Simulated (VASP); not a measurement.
# SnSbS2 (P-3m1) in VASP: further runs

Runs on SnSbS2. Level: PBE. Tasks: single point, relaxation of cell and atoms.

Everything below comes from runs of VASP 6.6.1. Logs are shortened: lines on timing, memory, paths and dates and some standing lists are left out, and cuts for length are marked.

## Step 1: The cell of the first run

Symmetry: P-3m1, No. 164, trigonal system. The conventional cell has a = 4.407 Å, b = 4.407 Å, c = 5.678 Å, α = 90.00°, β = 90.00°, γ = 120.00°. Within 3.7 Å of Sn (site symmetry -3m) lie 6 S at 2.81 Å and 2 Sb at 2.84 Å. Within 3.7 Å of Sb (site symmetry -3m) lie 2 Sn at 2.84 Å and 6 S at 3.03 Å. S (site symmetry 3m) has 3 Sn at 2.81 Å and 3 Sb at 3.03 Å and 3 S at 3.49 Å within 3.7 Å.

## Step 2: Single point, PBE

File INCAR:

```
SYSTEM = SnSbS2
PREC     = Accurate       ! precision mode
ENCUT    = 520            ! plane-wave cutoff, eV
EDIFF    = 1E-6           ! SCF threshold, eV
ISMEAR   = 0              ! smearing method
SIGMA    = 0.1            ! smearing width, eV
LREAL    = .False.        ! projectors in reciprocal space
LASPH    = .True.         ! aspherical terms in the spheres
NELM     = 60             ! most SCF steps
ALGO     = Normal         ! electronic algorithm
ISIF     = 2              ! what is computed and relaxed
LWAVE    = .False.        ! write WAVECAR
LCHARG   = .False.        ! write CHGCAR
GGA      = PE             ! functional
NBANDS   = 24             ! bands
```

File KPOINTS:

```
Automatic mesh
0
Gamma
  6 6 4
  0 0 0
```

File POSCAR:

```
SnSbS2
1.0
    4.4073485100      0.0000000000      0.0000000000
   -2.2036742500      3.8168757700      0.0000000000
    0.0000000000      0.0000000000      5.6776528600
Sn Sb S
1 1 2
Direct
    0.0000000000      0.0000000000      0.0000000000
    0.0000000000      0.0000000000      0.5000000000
    0.3333333300      0.6666666700      0.2103273900
    0.6666666700      0.3333333300      0.7896726100
```

Potentials or basis: VASP PAW PBE potentials, release 64 (Sn_d, Sb, S).

Command:

```console
cat potpaw_PBE.64/Sn_d/POTCAR potpaw_PBE.64/Sb/POTCAR potpaw_PBE.64/S/POTCAR > POTCAR
mpirun -np 1 vasp_std > vasp.out
```

OUTCAR:

```text
SYSTEM = SnSbS2
   PREC = Accurate
   ENCUT = 520
   EDIFF = 1E-6
   ISMEAR = 0
   LREAL = .False.
   LASPH = .True.
   NELM = 60
   ISIF = 2
   GGA = PE

 ion  position               nearest neighbor table
   1  0.000  0.000  0.000-   3 2.81   4 2.81   3 2.81   4 2.81   4 2.81   3 2.81   2 2.84   2 2.84

   2  0.000  0.000  0.500-   1 2.84   1 2.84   4 3.03   3 3.03   3 3.03   4 3.03   4 3.03   3 3.03

   3  0.333  0.667  0.210-   1 2.81   1 2.81   1 2.81   2 3.03   2 3.03   2 3.03
   4  0.667  0.333  0.790-   1 2.81   1 2.81   1 2.81   2 3.03   2 3.03   2 3.03

  LATTYP: Found a hexagonal cell.
 ALAT       =     4.4073485100
 C/A-ratio  =     1.2882241663

  Lattice vectors:

 A1 = (   4.4073485100,   0.0000000000,   0.0000000000)
 A2 = (  -2.2036742500,   3.8168757700,   0.0000000000)
 A3 = (   0.0000000000,   0.0000000000,   5.6776528600)

Analysis of symmetry for initial positions (statically):
=====================================================================
 Subroutine PRICEL returns:
 Original cell was already a primitive cell.

 Routine SETGRP: Setting up the symmetry group for a
 hexagonal supercell.

 Subroutine GETGRP returns: Found 12 space group operations
 (whereof 12 operations were pure point group operations)
 out of a pool of 24 trial point group operations.

The static configuration has the point symmetry D_3d.

Analysis of symmetry for dynamics (positions and initial velocities):
=====================================================================
 Subroutine PRICEL returns:
 Original cell was already a primitive cell.

 Routine SETGRP: Setting up the symmetry group for a
 hexagonal supercell.

 Subroutine GETGRP returns: Found 12 space group operations
 (whereof 12 operations were pure point group operations)
 out of a pool of 24 trial point group operations.

The dynamic configuration has the point symmetry D_3d.

 Subroutine INISYM returns: Found 12 space group operations
 (whereof 12 operations are pure point group operations),
 and found     1 'primitive' translations

----------------------------------------------------------------------------------------

                                     Primitive cell

  volume of cell :      95.5112

  direct lattice vectors                    reciprocal lattice vectors
[... 87 lines left out ...]
   LASPH  =      T    aspherical Exc in radial PAW
   ENCUT  =  520.0 eV  38.22 Ry    6.18 a.u.   8.19  8.19 10.56*2*pi/ulx,y,z
   NELM   =     60;   NELMIN=  2; NELMDL= -5     # of ELM steps
   EDIFF  = 0.1E-05   stopping-criterion for ELM
   LREAL  =      F    real-space projection
   EDIFFG = 0.1E-04   stopping-criterion for IOM
   NSW    =      0    number of steps for IOM
   IBRION =     -1    ionic relax: 0-MD 1-quasi-New 2-CG
   NFREE  =      0    steps in history (QN), initial steepest desc. (CG)
   ISIF   =      2    stress and relaxation
   ISYM   =      2    0-nonsym 1-usesym 2-fastsym
   POTIM  = 0.5000    time-step for ionic-motion
   TEBEG  =    0.0;   TEEND  =   0.0 temperature during run
   PSTRESS=    0.0 pullay stress
   NELECT =      31.0000    total number of electrons
   NUPDOWN=      -1.0000    fix difference up-down
   EMIN   =  10.00;   EMAX   =-10.00  energy-range for DOS
   EFERMI =   0.00;   METHOD = LEGACY
   ISMEAR =     0;   SIGMA  =   0.10  broadening in eV -4-tet -1-fermi 0-gaus
   EFERMI_NEDOS =   21; number of points for ismear=-14 and -15
   IALGO  =     38    algorithm
   IMIX   =      4    mixing-type and parameters
     AMIX     =   0.40;   BMIX     =  1.00
     AMIX_MAG =   1.60;   BMIX_MAG =  1.00
  volume/ion in A,a.u.               =      23.88       161.14
  Fermi-wavevector in a.u.,A,eV,Ry     =   1.125064  2.126063 17.221839  1.265769
  Thomas-Fermi vector in A             =   2.261739
   LORBIT       =      0    0 simple, 1 ext, 2 COOP (PROOUT), +10 PAW based schemes
   GGA     = PE    functional components
   LHFCALC =     F    Hartree Fock is set to
   AEXX    =    0.0000 exact exchange contribution
   IVDW    =     0    specifies the selected vdW correction
   LEPSILON=     F    determine dielectric tensor
   LRPA    =     F    only Hartree local field effects (RPA)
 non-spin polarized calculation
 Gauss-broadening in eV      SIGMA  =   0.10
  energy-cutoff  :      520.00
  volume of cell :       95.51
 maximum number of plane-waves:      2631
 NGX is ok and might be reduce to    36
   NGX = 17   NGY = 17   NGZ = 21

 number of electron      31.0000004 magnetization

 Free energy of the ion-electron system (eV)
  ---------------------------------------------------
  ext. energy  EPLUGINS =         0.00000000
  ---------------------------------------------------
  free energy    TOTEN  =       -15.54030496 eV

  energy without entropy =      -15.52713271  energy(sigma->0) =      -15.53371884

 E-fermi :   6.7646     XC(G=0):  -9.8150

 val. band max:        6.7614920769   @ k =  -0.1667   0.5000   0.2500
 cond. band min:       6.7768327131   @ k =   0.3333   0.3333   0.5000
 fundamental gap:      0.0153406362
 Fermi energy:         6.7646129356

 k-point     1 :       0.0000    0.0000    0.0000
  band No.  band energies     occupation
      1     -14.8051      2.00000
      2     -14.7713      2.00000
      3     -14.7713      2.00000
      4     -14.7462      2.00000
      5     -14.7462      2.00000
      6      -7.6144      2.00000
[... 637 lines left out ...]
     23      12.8964      0.00000
     24      14.1841      0.00000

------------------------ aborting loop because EDIFF is reached ----------------------------------------

  FORCE on cell =-STRESS in cart. coord.  units (eV):
  Direction    XX          YY          ZZ          XY          YZ          ZX
  --------------------------------------------------------------------------------------
  -------------------------------------------------------------------------------------
  Total        2.0510805      2.0510805      6.2666898      0.0000000      0.0000000      0.0000000
  in kB       34.4063839     34.4063838    105.1222213      0.0000000      0.0000000      0.0000000
  external PRESSURE =      57.9783297 kB  Pullay stress =       0.0000000 kB

 VOLUME and BASIS-vectors are now :
 -----------------------------------------------------------------------------
  energy-cutoff  :      520.00
  volume of cell :       95.51
      direct lattice vectors                 reciprocal lattice vectors
     4.407348510  0.000000000  0.000000000     0.226893788  0.130997190  0.000000000
    -2.203674250  3.816875770  0.000000000     0.000000000  0.261994380  0.000000000
     0.000000000  0.000000000  5.677652860     0.000000000  0.000000000  0.176129120

 POSITION                                       TOTAL-FORCE (eV/Angst)
 -----------------------------------------------------------------------------------
      0.00000      0.00000      0.00000         0.000000      0.000000      0.000000
      0.00000      0.00000      2.83883         0.000000      0.000000      0.000000
     -0.00000      2.54458      1.19417         0.000000      0.000000      1.536027
      2.20367      1.27229      4.48349        -0.000000      0.000000     -1.536027
 -----------------------------------------------------------------------------------
    total drift:                               -0.000000      0.000000      0.000000

  FREE ENERGIE OF THE ION-ELECTRON SYSTEM (eV)
  ---------------------------------------------------
  free  energy   TOTEN  =       -15.5403049645 eV

  energy  without entropy=      -15.5271327107  energy(sigma->0) =      -15.53371884
```

OSZICAR:

```text
N       E                     dE             d eps       ncg     rms          rms(c)
DAV:   1     0.246903276622E+03    0.24690E+03   -0.13162E+04  1208   0.134E+03
DAV:   2     0.152902287462E+02   -0.23161E+03   -0.21897E+03  1256   0.395E+02
DAV:   3    -0.149852823921E+02   -0.30276E+02   -0.28724E+02  1456   0.114E+02
DAV:   4    -0.163070672132E+02   -0.13218E+01   -0.13171E+01  1344   0.268E+01
DAV:   5    -0.163478069591E+02   -0.40740E-01   -0.40735E-01  1768   0.478E+00    0.929E+00
DAV:   6    -0.155327094786E+02    0.81510E+00   -0.16463E+00  1416   0.668E+00    0.645E+00
DAV:   7    -0.155415646729E+02   -0.88552E-02   -0.26598E-01  1392   0.238E+00    0.313E+00
DAV:   8    -0.155398845689E+02    0.16801E-02   -0.17619E-02  1400   0.828E-01    0.505E-01
DAV:   9    -0.155400496099E+02   -0.16504E-03   -0.29384E-03  1440   0.350E-01    0.113E-01
DAV:  10    -0.155402393521E+02   -0.18974E-03   -0.44687E-04  1440   0.133E-01    0.421E-02
DAV:  11    -0.155402959110E+02   -0.56559E-04   -0.72360E-05  1440   0.502E-02    0.163E-02
DAV:  12    -0.155403015145E+02   -0.56035E-05   -0.64265E-06  1432   0.148E-02    0.740E-03
DAV:  13    -0.155403048789E+02   -0.33644E-05   -0.51336E-06  1360   0.110E-02    0.154E-03
DAV:  14    -0.155403049645E+02   -0.85653E-07   -0.25341E-07  1096   0.342E-03
   1 F= -.15540305E+02 E0= -.15533719E+02  d E =-.131723E-01
```

Run time: 84 s. Hardware: 1 thread of Intel Xeon Platinum 8375C at 2.90GHz (Ice Lake), shared host; peak memory 0.25 GiB.

What came out:

- Free energy: -15.5403 eV
- Pressure: 5.8 GPa
- Largest force: 1.536 eV/Å

Forces in eV/Å, atoms in the order of the input:
```
Sn   0.000  0.000  0.000
Sb   0.000  0.000  0.000
S    0.000  0.000  1.536
S    0.000  0.000 -1.536
```

Caveat: spin-orbit coupling is left out, which moves the levels of the heavy elements; forces of over 1 eV/Å act on the atoms, so gaps and moduli don't describe the material at rest.

## Step 3: Single point, PBE

This run uses another cell than the first one, of 24.24 Å³/atom, 1.015 times its volume.

File INCAR:

```
PREC = Accurate
ENCUT = 520
EDIFF = 1E-6
ISMEAR = 0
SIGMA = 0.1
LREAL = F
LASPH = T
NELM = 60
ALGO = Normal
ISIF = 2
LWAVE = F
LCHARG = T
GGA = PE
LELF = T
LVHAR = T
NBANDS = 24
```

File KPOINTS:

```
Automatic mesh
0
Gamma
  6 6 4
```

File POSCAR:

```
SnSbS2
1.0
    3.8077472539     -0.0000000025      0.0000000000
   -1.9038736248      3.2976058543      0.0000000000
    0.0000000000      0.0000000000      7.7205105466
Sn Sb S
1 1 2
Direct
    0.0000000000      0.0000000000      0.0000000000
    0.0000000000      0.0000000000      0.5000000000
    0.3333333333      0.6666666667      0.2673361244
    0.6666666667      0.3333333333      0.7326638756
```

Potentials or basis: VASP PAW PBE potentials, release 64 (Sn_d, Sb, S).

Command:

```console
cat potpaw_PBE.64/Sn_d/POTCAR potpaw_PBE.64/Sb/POTCAR potpaw_PBE.64/S/POTCAR > POTCAR
mpirun -np 1 vasp_std > vasp.out
```

Run time: 63 s. Hardware: 1 thread of Intel Xeon Platinum 8375C at 2.90GHz (Ice Lake), shared host; peak memory 0.23 GiB.

The run converged. Its results:

```yaml
Free_energy: -16.6462 eV
Pressure: 0.0 GPa
Largest_force: 0.035 eV/Å
```

Forces in eV/Å, atoms in the order of the input:
```
Sn   0.000  0.000  0.000
Sb   0.000  0.000  0.000
S    0.000  0.000  0.035
S    0.000  0.000 -0.035
```

Stress tensor (GPa, compression positive):
```
-0.06  0.00  0.00
 0.00 -0.06  0.00
 0.00  0.00  0.15
```

Levels at points of the mesh, in eV from the Fermi level:
```csv
k point,band 13,band 14,band 15,band 16,band 17,band 18
"(0.00, 0.00, 0.00)",-2.14,-2.14,-0.07,0.24,1.71,1.71
"(0.50, 0.00, 0.00)",-2.59,-2.53,-1.59,-1.14,0.43,0.77
"(0.00, 0.00, 0.50)",-2.21,-2.21,-2.12,1.48,1.67,1.67
"(0.50, 0.00, 0.50)",-3.77,-3.69,-2.93,1.06,1.24,1.86
```

Caveat: spin-orbit coupling is left out, which moves the levels of the heavy elements.

## Step 4: Relaxation of cell and atoms, PBE

File INCAR:

```
  PREC = Accurate
  ENCUT = 600
  EDIFF = 1E-6
  ISMEAR = 0
  SIGMA = 0.1
  LREAL = False
  LASPH = True
  NELM = 100
  ALGO = Normal
  ISIF = 3
  LWAVE = False
  LCHARG = False
  GGA = PE
  IBRION = 2
  NSW = 90
  EDIFFG = -0.04
```

KPOINTS is that of step 3.

File POSCAR:

```
SnSbS2
1.0
    4.4073485100      0.0000000000      0.0000000000
   -2.2036742500      3.8168757700      0.0000000000
    0.0000000000      0.0000000000      5.6776528600
Sn Sb S
1 1 2
Direct
    0.0000000000      0.0000000000      0.0000000000
    0.0000000000      0.0000000000      0.5000000000
    0.3333333300      0.6666666700      0.2103273900
    0.6666666700      0.3333333300      0.7896726100
```

Command:

```console
cat potpaw_PBE.64/Sn_d/POTCAR potpaw_PBE.64/Sb/POTCAR potpaw_PBE.64/S/POTCAR > POTCAR
mpirun -np 1 vasp_std > vasp.out
```

It took 13 min on 1 thread of Intel Xeon Platinum 8375C at 2.90GHz (Ice Lake), shared host; peak memory 0.29 GiB.

The run converged. Its results:

```
Free energy                            : -16.6420 eV
Relaxed volume                         : 24.27 Å³/atom
Relaxed cell                           : a = 3.804 Å, b = 3.804 Å, c = 7.744 Å, α = 90.00°, β = 90.00°, γ = 120.00°
Space group after relaxing (to 0.05 Å) : P-3m1 (No. 164)
Energy gained by relaxing              : 275.3 meV/atom
Ionic steps                            : 17
Pressure after relaxing                : 0.0 GPa
Largest force after relaxing           : 0.012 eV/Å
```

Forces in eV/Å, atoms in the order of the input:
```
Sn   0.000  0.000  0.000
Sb   0.000  0.000  0.000
S    0.000  0.000  0.012
S    0.000  0.000 -0.012
```

Step by step:
```tsv
step	energy change (eV)	largest force (eV/Å)	pressure (GPa)	volume (Å³)
1	0.0000	1.5363	5.83	95.51
2	-0.4182	1.1813	-2.18	107.94
3	-0.4223	1.1435	-2.78	109.33
4	-0.6870	0.9032	-2.02	106.65
5	-0.9165	0.3321	-0.19	102.61
6	-0.5971	1.2807	7.28	94.02
7	-0.9484	0.0814	1.15	100.57
8	-0.9487	0.0471	1.01	100.75
9	-0.9627	0.1120	-0.51	103.46
10	-0.9628	0.1092	-0.39	103.27
11	-0.9713	0.1178	-0.32	102.90
12	-0.9781	0.1208	-0.20	102.37
13	-0.9927	0.0865	0.00	101.16
14	-1.0882	0.0422	-0.08	98.23
15	-0.7120	0.2433	0.81	90.51
16	-1.1000	0.0041	-0.06	97.43
17	-1.1013	0.0122	-0.04	97.07
```

Final structure:
```yaml
crystal:
  lattice:
    - [3.80448, 0.00000, 0.00000]
    - [-1.90224, 3.29478, 0.00000]
    - [0.00000, 0.00000, 7.74423]
  atoms:
    - { symbol: Sn, position: [0.00000, 0.00000, 0.00000] }
    - { symbol: Sb, position: [0.00000, 0.00000, 0.50000] }
    - { symbol: S, position: [0.33333, 0.66667, 0.26885] }
    - { symbol: S, position: [0.66667, 0.33333, 0.73115] }
```

Levels at points of the mesh, in eV from the Fermi level:
```
           k point  band 12  band 13  band 14  band 15  band 16  band 17  band 18  band 19
(0.00, 0.00, 0.00)    -2.47    -2.12    -2.12    -0.05     0.21     1.72     1.72     3.73
(0.50, 0.00, 0.00)    -3.88    -2.59    -2.52    -1.60    -1.15     0.42     0.81     2.64
(0.00, 0.00, 0.50)    -2.26    -2.19    -2.19    -2.13     1.46     1.69     1.69     3.57
(0.50, 0.00, 0.50)    -4.27    -3.73    -3.69    -2.90     1.00     1.26     1.90     1.99
```

Caveat: spin-orbit coupling is left out, which moves the levels of the heavy elements.

## Step 5: Summary

```tsv
task	cell	cutoff (eV)	gap on the mesh (eV)	pressure (GPa)	largest force (eV/Å)
single point	a = 4.407, b = 4.407, c = 5.678 Å, angles 90.0, 90.0, 120.0°, 4 atoms	520	none	5.8	1.54
single point	a = 3.808, b = 3.808, c = 7.721 Å, angles 90.0, 90.0, 120.0°, 4 atoms	520	none	0.0	0.03
relaxation of cell and atoms	relaxed from a = 4.407, b = 4.407, c = 5.678 Å, angles 90.0, 90.0, 120.0°, 4 atoms	600	none	0.0	0.01
```

Alike in all rows: level PBE; potentials or basis VASP PAW PBE potentials, release 64 (Sn_d, Sb, S); no spin polarisation; k mesh 6 × 6 × 4; smearing gaussian 0.1 eV.

Caveats: spin-orbit coupling is left out, which moves the levels of the heavy elements; forces of over 1 eV/Å act on the atoms, so gaps and moduli don't describe the material at rest (some runs).

Absolute energies hang on the potentials; compare differences alone.
